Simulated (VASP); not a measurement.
# CdO (Fm-3m) in VASP: single point with PBE0

Aim: the single point of CdO with PBE0.

All numbers are computed with VASP 6.6.1; they aren't measurements. Logs are shortened: lines on timing, memory, paths and dates and some standing lists are left out, and cuts for length are marked.

### 1 The cell of the first run

The structure is cubic, space group Fm-3m (No. 225). The conventional cell has a = 4.706 Å, b = 4.706 Å, c = 4.706 Å, α = 90.00°, β = 90.00°, γ = 90.00°. Cd (site symmetry m-3m) has 6 O at 2.35 Å within 3.1 Å. Within 3.1 Å of O (site symmetry m-3m) lie 6 Cd at 2.35 Å.

### 2 Single point, PBE0

Input file POSCAR:

```
CdO
1.0
    0.0000000000      2.3530040254      2.3530040254
    2.3530040254      0.0000000000      2.3530040254
    2.3530040254      2.3530040254      0.0000000000
Cd O
1 1
Direct
    0.0000000000      0.0000000000      0.0000000000
    0.5000000000      0.5000000000      0.5000000000
```

Input file INCAR.step1:

```
SYSTEM = CdO
PREC     = Accurate       ! precision mode
ENCUT    = 520            ! plane-wave cutoff, eV
EDIFF    = 1E-5           ! SCF threshold, eV
ISMEAR   = 0              ! smearing method
SIGMA    = 0.01           ! smearing width, eV
LREAL    = .False.        ! projectors in reciprocal space
LASPH    = .True.         ! aspherical terms in the spheres
NELM     = 120            ! most SCF steps
ALGO     = Normal         ! electronic algorithm
ISIF     = 2              ! what is computed and relaxed
LWAVE    = .True.         ! write WAVECAR
LCHARG   = .False.        ! write CHGCAR
GGA      = PE             ! functional
NBANDS   = 16             ! bands
GGA_COMPAT= .False.
```

Input file INCAR.step2:

```
SYSTEM = CdO
PREC     = Accurate       ! precision mode
ENCUT    = 520            ! plane-wave cutoff, eV
EDIFF    = 1E-6           ! SCF threshold, eV
ISMEAR   = 0              ! smearing method
SIGMA    = 0.01           ! smearing width, eV
LREAL    = .False.        ! projectors in reciprocal space
LASPH    = .True.         ! aspherical terms in the spheres
NELM     = 120            ! most SCF steps
ALGO     = Normal         ! electronic algorithm
ISIF     = 2              ! what is computed and relaxed
LWAVE    = .False.        ! write WAVECAR
LCHARG   = .False.        ! write CHGCAR
GGA      = PE             ! functional
LHFCALC  = .True.         ! exact exchange
AEXX     = 0.25           ! exact-exchange fraction
PRECFOCK = Normal       
ISTART   = 1            
NBANDS   = 16             ! bands
GGA_COMPAT= .False.
```

Input file KPOINTS:

```
regular mesh
0
Gamma
  6 6 6
  0 0 0
```

Potentials or basis: VASP PAW PBE potentials, release 64 (Cd, O).

The run is started by

```sh
$ cat potpaw_PBE.64/Cd/POTCAR potpaw_PBE.64/O/POTCAR > POTCAR
$ cp INCAR.step1 INCAR
$ mpirun -np 1 vasp_std > vasp.out
$ cp INCAR.step2 INCAR
$ mpirun -np 1 vasp_std > vasp.out
```

OUTCAR:

```text
SYSTEM = CdO
   PREC = Accurate
   ENCUT = 520
   EDIFF = 1E-6
   ISMEAR = 0
   LREAL = .False.
   LASPH = .True.
   NELM = 120
   ISIF = 2
   GGA = PE
   LHFCALC = .True.
   AEXX = 0.25
   PRECFOCK = Normal
   ISTART = 1

 ion  position               nearest neighbor table
   1  0.000  0.000  0.000-   2 2.35   2 2.35   2 2.35   2 2.35   2 2.35   2 2.35
   2  0.500  0.500  0.500-   1 2.35   1 2.35   1 2.35   1 2.35   1 2.35   1 2.35

  LATTYP: Found a face centered cubic cell.
 ALAT       =     4.7060080508

  Lattice vectors:

 A1 = (   0.0000000000,   2.3530040254,   2.3530040254)
 A2 = (   2.3530040254,   0.0000000000,   2.3530040254)
 A3 = (   2.3530040254,   2.3530040254,   0.0000000000)

Analysis of symmetry for initial positions (statically):
=====================================================================
 Subroutine PRICEL returns:
 Original cell was already a primitive cell.

 Routine SETGRP: Setting up the symmetry group for a
 face centered cubic supercell.

 Subroutine GETGRP returns: Found 48 space group operations
 (whereof 48 operations were pure point group operations)
 out of a pool of 48 trial point group operations.

The static configuration has the point symmetry O_h .

Analysis of symmetry for dynamics (positions and initial velocities):
=====================================================================
 Subroutine PRICEL returns:
 Original cell was already a primitive cell.

 Routine SETGRP: Setting up the symmetry group for a
 face centered cubic supercell.

 Subroutine GETGRP returns: Found 48 space group operations
 (whereof 48 operations were pure point group operations)
 out of a pool of 48 trial point group operations.

The dynamic configuration has the point symmetry O_h .

 Subroutine INISYM returns: Found 48 space group operations
 (whereof 48 operations are pure point group operations),
 and found     1 'primitive' translations

----------------------------------------------------------------------------------------

                                     Primitive cell

  volume of cell :      26.0554

  direct lattice vectors                    reciprocal lattice vectors
     0.000000000  2.353004025  2.353004025    -0.212494324  0.212494324  0.212494324
     2.353004025  0.000000000  2.353004025     0.212494324 -0.212494324  0.212494324
     2.353004025  2.353004025  0.000000000     0.212494324  0.212494324 -0.212494324

  length of vectors
     3.327650205  3.327650205  3.327650205     0.368050966  0.368050966  0.368050966

  position of ions in fractional coordinates (direct lattice)
     0.000000000  0.000000000  0.000000000
     0.500000000  0.500000000  0.500000000

  ion indices of the primitive-cell ions
   primitive index   ion index
                 1           1
                 2           2

----------------------------------------------------------------------------------------

 KPOINTS: regular mesh

Automatic generation of k-mesh.
 Grid dimensions read from file:
 generate k-points for:    6    6    6

 Generating k-lattice:

  Cartesian coordinates                     Fractional coordinates (reciprocal lattice)
    -0.035415721  0.035415721  0.035415721     0.166666667  0.000000000  0.000000000
     0.035415721 -0.035415721  0.035415721     0.000000000  0.166666667  0.000000000
     0.035415721  0.035415721 -0.035415721     0.000000000  0.000000000  0.166666667

  Length of vectors
     0.061341828  0.061341828  0.061341828

  Shift w.r.t. Gamma in fractional coordinates (k-lattice)
     0.000000000  0.000000000  0.000000000

 Subroutine IBZKPT returns following result:
 ===========================================

 Found     16 irreducible k-points:

 Following reciprocal coordinates:
            Coordinates               Weight
  0.000000  0.000000  0.000000      1.000000
  0.166667  0.000000  0.000000      8.000000
  0.333333  0.000000  0.000000      8.000000
  0.500000  0.000000  0.000000      4.000000
  0.166667  0.166667  0.000000      6.000000
  0.333333  0.166667  0.000000     24.000000
[... 8 lines left out ...]
 -0.333333  0.333333  0.166667     24.000000
 -0.333333  0.500000  0.166667     12.000000
   k-points           NKPTS =     16   k-points in BZ     NKDIM =    216   number of bands    NBANDS=     16
   number of dos      NEDOS =    301   number of ions     NIONS =      2
   total plane-waves  NPLWV =  21952
   dimension x,y,z NGX =    28 NGY =   28 NGZ =   28
   dimension x,y,z NGXF=    56 NGYF=   56 NGZF=   56
   ions per type =               1   1
   NGX,Y,Z   is equivalent  to a cutoff of  13.99, 13.99, 13.99 a.u.
   NGXF,Y,Z  is equivalent  to a cutoff of  27.98, 27.98, 27.98 a.u.
 SYSTEM =  CdO
   PREC   = accura    normal or accurate (medium, high low for compatibility)
   ISTART =      1    job   : 0-new  1-cont  2-samecut
   ICHARG =      0    charge: 1-file 2-atom 10-const
   ISPIN  =      1    spin polarized calculation?
   LNONCOLLINEAR =      F non collinear calculations
   LSORBIT =      F    spin-orbit coupling
   LASPH  =      T    aspherical Exc in radial PAW
   ENCUT  =  520.0 eV  38.22 Ry    6.18 a.u.   6.19  6.19  6.19*2*pi/ulx,y,z
   NELM   =    120;   NELMIN=  2; NELMDL=  0     # of ELM steps
   EDIFF  = 0.1E-05   stopping-criterion for ELM
   LREAL  =      F    real-space projection
   EDIFFG = 0.1E-04   stopping-criterion for IOM
   NSW    =      0    number of steps for IOM
   IBRION =     -1    ionic relax: 0-MD 1-quasi-New 2-CG
   NFREE  =      0    steps in history (QN), initial steepest desc. (CG)
   ISIF   =      2    stress and relaxation
   ISYM   =      3    0-nonsym 1-usesym 2-fastsym
   POTIM  = 0.5000    time-step for ionic-motion
   TEBEG  =    0.0;   TEEND  =   0.0 temperature during run
   PSTRESS=    0.0 pullay stress
   NELECT =      18.0000    total number of electrons
   NUPDOWN=      -1.0000    fix difference up-down
   EMIN   =  10.00;   EMAX   =-10.00  energy-range for DOS
   EFERMI =   0.00;   METHOD = LEGACY
   ISMEAR =     0;   SIGMA  =   0.01  broadening in eV -4-tet -1-fermi 0-gaus
   EFERMI_NEDOS =   21; number of points for ismear=-14 and -15
   IALGO  =     38    algorithm
   IMIX   =      1    mixing-type and parameters
     AMIX     =   0.40;   BMIX     =  1.00
     AMIX_MAG =   1.60;   BMIX_MAG =  1.00
  volume/ion in A,a.u.               =      13.03        87.92
  Fermi-wavevector in a.u.,A,eV,Ry     =   1.447215  2.734839 28.496460  2.094431
  Thomas-Fermi vector in A             =   2.565195
   LORBIT       =      0    0 simple, 1 ext, 2 COOP (PROOUT), +10 PAW based schemes
   GGA     = PE    functional components
   LHFCALC =     T    Hartree Fock is set to
   PRECFOCK=normal    Normal, Fast or Accurate (Low or Medium for compatibility)
   ENCUT4O =  -1.0   cutoff for four orbital integrals eV
   NKREDX  =     1    reduce k-point grid by
   NKREDY  =     1    reduce k-point grid by
   NKREDZ  =     1    reduce k-point grid by
   AEXX    =    0.2500 exact exchange contribution
   HFSCREEN=    0.0000 screening length (either q_TF or 0.3 A-1)
   HFSCREENC=   0.0000 screening length for correlation (either q_TF or 0.3 A-1)
   ENCUTFOCK=  -1.0 apply spherical cutoff to Coloumb kernel
   IVDW    =     0    specifies the selected vdW correction
   LEPSILON=     F    determine dielectric tensor
   LRPA    =     F    only Hartree local field effects (RPA)
 non-spin polarized calculation
 Gauss-broadening in eV      SIGMA  =   0.01
  energy-cutoff  :      520.00
  volume of cell :       26.06
 maximum number of plane-waves:       725
 NGX is ok and might be reduce to    28
  NGX = 20; NGY = 20; NGZ = 20

 number of electron      18.0000002 magnetization

 Free energy of the ion-electron system (eV)
  ---------------------------------------------------
  ext. energy  EPLUGINS =         0.00000000
  ---------------------------------------------------
  free energy    TOTEN  =       -10.59532883 eV

  energy without entropy =      -10.59532883  energy(sigma->0) =      -10.59532883

 E-fermi :   0.7193     XC(G=0):  -9.1443

 val. band max:        0.5692635135   @ k =   0.5000   0.0000   0.0000
 cond. band min:       2.1380995122   @ k =   0.0000   0.0000   0.0000
 fundamental gap:      1.5688359987
 Fermi energy:         0.7193378048

 k-point     1 :       0.0000    0.0000    0.0000
  band No.  band energies     occupation
      1     -18.3818      2.00000
      2      -6.9569      2.00000
      3      -6.9569      2.00000
      4      -6.9569      2.00000
      5      -6.7011      2.00000
      6      -6.7011      2.00000
[... 8 lines left out ...]
     15      21.7594      0.00000
     16      21.7594      0.00000

 k-point     2 :       0.1667    0.0000    0.0000
  band No.  band energies     occupation
      1     -18.1914      2.00000
      2      -7.0724      2.00000
      3      -7.0115      2.00000
      4      -7.0115      2.00000
      5      -6.7654      2.00000
      6      -6.7654      2.00000
[... 8 lines left out ...]
     15      22.0825      0.00000
     16      22.0825      0.00000

 k-point     3 :       0.3333    0.0000    0.0000
  band No.  band energies     occupation
      1     -17.7815      2.00000
      2      -7.5062      2.00000
      3      -7.4075      2.00000
      4      -7.4075      2.00000
      5      -6.5379      2.00000
      6      -6.5379      2.00000
[... 8 lines left out ...]
     15      23.6878      0.00000
     16      23.6878      0.00000

 k-point     4 :       0.5000    0.0000    0.0000
  band No.  band energies     occupation
      1     -17.5588      2.00000
      2      -7.8298      2.00000
      3      -7.5936      2.00000
      4      -7.5936      2.00000
      5      -6.4088      2.00000
      6      -6.4088      2.00000
[... 8 lines left out ...]
     15      24.4990      0.00000
     16      25.4529      0.00000
[... 172 lines left out ...]
 k-point    14 :       0.5000    0.3333    0.1667
  band No.  band energies     occupation
      1     -17.6845      2.00000
      2      -7.2811      2.00000
      3      -7.2103      2.00000
      4      -7.1788      2.00000
      5      -6.4943      2.00000
      6      -6.3295      2.00000
[... 8 lines left out ...]
     15      24.3998      0.00000
     16      27.1477      0.00000

 k-point    15 :      -0.3333    0.3333    0.1667
  band No.  band energies     occupation
      1     -17.5962      2.00000
      2      -7.3723      2.00000
      3      -7.1304      2.00000
      4      -7.1154      2.00000
      5      -6.3599      2.00000
      6      -6.3236      2.00000
[... 8 lines left out ...]
     15      22.4360      0.00000
     16      28.2213      0.00000

 k-point    16 :      -0.3333    0.5000    0.1667
  band No.  band energies     occupation
      1     -17.6359      2.00000
      2      -7.2623      2.00000
      3      -6.9951      2.00000
      4      -6.7600      2.00000
      5      -6.2626      2.00000
      6      -6.0790      2.00000
[... 8 lines left out ...]
     15      24.5172      0.00000
     16      28.0564      0.00000

------------------------ aborting loop because EDIFF is reached ----------------------------------------

  FORCE on cell =-STRESS in cart. coord.  units (eV):
  Direction    XX          YY          ZZ          XY          YZ          ZX
  --------------------------------------------------------------------------------------
  -------------------------------------------------------------------------------------
  Total        0.2201627      0.2201627      0.2201627     -0.0000000     -0.0000000      0.0000000
  in kB       13.5380590     13.5380590     13.5380590     -0.0000000     -0.0000000      0.0000000
  external PRESSURE =      13.5380590 kB  Pullay stress =       0.0000000 kB

 VOLUME and BASIS-vectors are now :
 -----------------------------------------------------------------------------
  energy-cutoff  :      520.00
  volume of cell :       26.06
      direct lattice vectors                 reciprocal lattice vectors
     0.000000000  2.353004025  2.353004025    -0.212494324  0.212494324  0.212494324
     2.353004025  0.000000000  2.353004025     0.212494324 -0.212494324  0.212494324
     2.353004025  2.353004025  0.000000000     0.212494324  0.212494324 -0.212494324

 POSITION                                       TOTAL-FORCE (eV/Angst)
 -----------------------------------------------------------------------------------
      0.00000      0.00000      0.00000        -0.000000     -0.000000     -0.000000
      2.35300      2.35300      2.35300         0.000000      0.000000      0.000000
 -----------------------------------------------------------------------------------
    total drift:                               -0.000000     -0.000000     -0.000000

  FREE ENERGIE OF THE ION-ELECTRON SYSTEM (eV)
  ---------------------------------------------------
  free  energy   TOTEN  =       -10.5953288275 eV

  energy  without entropy=      -10.5953288275  energy(sigma->0) =      -10.59532883
```

Run time: 38 min. Hardware: 1 thread of Intel Xeon Platinum 8259CL at 2.50GHz (Skylake/Cascade Lake), shared host; peak memory 0.17 GiB.

What came out:

```
Free energy            : -10.5953 eV
Pressure               : 1.4 GPa
Band gap on the k mesh : 1.57 eV (least direct gap 2.90 eV)
```

Caveat: the PAW data sets were made with another functional, which shifts forces and pressure a little. A k mesh can miss the band edges.
